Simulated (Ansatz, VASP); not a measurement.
## CdSb3O: VASP beside Ansatz

```
CELL_PARAMETERS angstrom
3.35639 0.00000 0.00000
0.00000 3.35639 0.00000
0.00000 0.00000 11.17383
ATOMIC_POSITIONS crystal
Cd 0.50000 0.50000 0.00000
Sb 0.00000 0.00000 0.50000
Sb 0.50000 0.50000 0.25380
Sb 0.50000 0.50000 0.74620
O 0.50000 0.50000 0.50000
```

Alike in both runs: functional PBE; k mesh 4 × 4 × 4; occupations gaussian, width 0.1 eV; no spin polarisation.

Ansatz relaxed the structure, and its values are those at the end. VASP's run is a single point on that final structure, the one shown.

```csv
,VASP,Ansatz
version,VASP 6.6.1,Ansatz 0.2.0
potentials or method,"VASP PAW PBE potentials, release 64 (Cd, Sb, O), cutoff 520 eV","scalar-relativistic, plane waves, PAW"
valence electrons in the cell,33,71
```

|  | VASP | Ansatz | Ansatz less VASP |
| --- | --- | --- | --- |
| gap on the k mesh at the Fermi level (eV) | none | none | - |
| pressure (GPa) | -0.3 | -0.1 | +0.27 |
| rms of the force components (eV/Å) | 0.008 | 0.005 | -0.0036 |

A gap of «none» marks a metal or a gap that the smearing closes. VASP's potentials hold 33 valence electrons a cell and Ansatz's 71, so a difference there can come from the potentials and not from the codes.

The k mesh is coarse, so the values compare programs but aren't converged. Spin-orbit coupling is off throughout.
